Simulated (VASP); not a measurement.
Wanted: the native input for a VASP 6.6.1 run.

```yaml
Task: single point
Functional: PBEsol
Potentials_or_basis: VASP PAW PBE potentials, release 64 (Mo_sv, S)
Cutoff: 520 eV
k_mesh: 9 × 9 × 4
Occupations: fermi-dirac, width 0.03 eV
Spin: no spin polarisation
Dipole_correction: no
Further_INCAR_settings: ALGO = Normal; EDIFF = 1e-07; NBANDS = 20
```

The structure of MoS2 lies in POSCAR:

```
MoS2
1.0
    3.1501776736      0.0000000000      0.0000000000
   -1.5750888368      2.7281338917      0.0000000000
    0.0000000000      0.0000000000      6.0543832515
Mo S
1 2
Direct
    0.0000000000      0.0000000000      0.0000000000
    0.6666666667      0.3333333333      0.7391776733
    0.3333333333      0.6666666667      0.2608223267
```

The input as run:

INCAR

```
PREC     = Accurate       # precision mode
ENCUT    = 520            # plane-wave cutoff, eV
EDIFF    = 1E-7           # SCF threshold, eV
ISMEAR   = -1             # smearing method
SIGMA    = 0.03           # smearing width, eV
LREAL    = F              # projectors in reciprocal space
LASPH    = T              # aspherical terms in the spheres
NELM     = 80             # most SCF steps
ALGO     = Normal         # electronic algorithm
ISIF     = 2              # what is computed and relaxed
LWAVE    = F              # write WAVECAR
LCHARG   = T              # write CHGCAR
GGA      = PS             # functional
LELF     = T              # ELF
LVHAR    = T            
NBANDS   = 20             # bands
```

KPOINTS

```
Automatic mesh
0
Gamma
  9 9 4
```

Potentials or basis: VASP PAW PBE potentials, release 64 (Mo_sv, S).

The run is started by

```sh
$ cat potpaw_PBE.64/Mo_sv/POTCAR potpaw_PBE.64/S/POTCAR > POTCAR
$ mpirun -np 1 vasp_std > vasp.out
```

Results of the run:

```json
{
  "Pressure": "0.0 GPa",
  "Band gap on the k mesh": "zero (bands 13 and 14 overlap by 1.09 eV)"
}
```

Caveat: the PAW data sets were made with another functional, which shifts forces and pressure a little; this functional lacks dispersion, which binds the layers, so the pressure and a relaxed spacing across them are unreliable.

Run time: 18 s on 1 thread of Intel(R) Xeon(R) 6975P-C (Granite Rapids), on a shared host, peak memory 0.18 GiB.
